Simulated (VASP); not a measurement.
A run of VASP 6.6.1 is set up as follows.

File INCAR:

```
SYSTEM = TaWC2
PREC = Accurate
ENCUT = 520
EDIFF = 1E-6
ISMEAR = -1
SIGMA = 0.05
LREAL = .False.
LASPH = .True.
NELM = 60
ALGO = Normal
ISIF = 2
LWAVE = .False.
LCHARG = .True.
GGA = PE
LELF = .True.
LVHAR = .True.
NBANDS = 24
```

File KPOINTS:

```
Automatic mesh
0
Gamma
  10 10 10
  0 0 0
```

POSCAR

```
TaWC2
1.0
    1.5925398227      0.9194532953      5.1687539453
   -1.5925398227      0.9194532953      5.1687539453
    0.0000000000     -1.8389065907      5.1687539453
W Ta C
1 1 2
Direct
    0.0000000000      0.0000000000      0.0000000000
    0.5000000000      0.5000000000      0.5000000000
    0.2509330000      0.2509330000      0.2509330000
    0.7490670000      0.7490670000      0.7490670000
```

Potentials or basis: VASP PAW PBE potentials, release 64 (W_sv, Ta_pv, C).

Launch:

```sh
$ cat potpaw_PBE.64/W_sv/POTCAR potpaw_PBE.64/Ta_pv/POTCAR potpaw_PBE.64/C/POTCAR > POTCAR
$ mpirun -np 1 vasp_std > vasp.out
```

(1) Predict the pressure.

(2) What does it give for the largest force?

## Answers

(1) -14.0 GPa.

(2) 0.053 eV/Å.

Caveat: the cell stands under tension; an odd number of electrons without spin polarisation forces a metal; a magnetic or distorted state may lie lower.
